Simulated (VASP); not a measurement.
## Hf: single point with PBE

System: Hf, a sheet with vacuum.

```
CELL_PARAMETERS angstrom
4.84779 0.00000 0.00000
-2.42390 4.19831 0.00000
0.00000 0.00000 23.80000
ATOMIC_POSITIONS crystal
Hf 0.33333 0.66667 0.29412
Hf 0.66667 0.33333 0.29412
```

The cell was built from a structure type or drawn by symmetry, and may not be a known phase.

| Item | Value |
| --- | --- |
| Program | VASP 6.6.1 |
| Task | single point |
| Functional | PBE |
| Potentials or basis | VASP PAW PBE potentials, release 64 (Hf_pv) |
| Cutoff | 520 eV |
| k mesh | 12 × 12 × 1 |
| Occupations | gaussian, width 0.1 eV |
| Spin | no spin polarisation |
| Dipole correction | yes |
| Further INCAR settings | ALGO = Normal; EDIFF = 1e-07; NBANDS = 17 |

```yaml
Band_gap_on_the_k_mesh: zero (bands 10 and 11 overlap by 0.50 eV)
```

Levels at points of the mesh, in eV from the Fermi level:
```csv
k point,band 6,band 7,band 8,band 9,band 10,band 11,band 12,band 13,band 14,band 15
"(0.00, 0.00, 0.00)",-30.45,-4.36,-0.12,0.17,0.17,0.37,0.76,0.76,1.19,1.19
"(0.50, 0.00, 0.00)",-30.37,-2.34,-1.22,-0.70,-0.36,-0.33,-0.13,0.78,0.98,1.81
```

Wall time 4.5 min on 1 thread of Intel(R) Xeon(R) Platinum 8259CL CPU @ 2.50GHz (Skylake/Cascade Lake) (shared host), peak memory 0.56 GiB.

Caveat: spin-orbit coupling is left out, which moves the levels of the heavy elements.
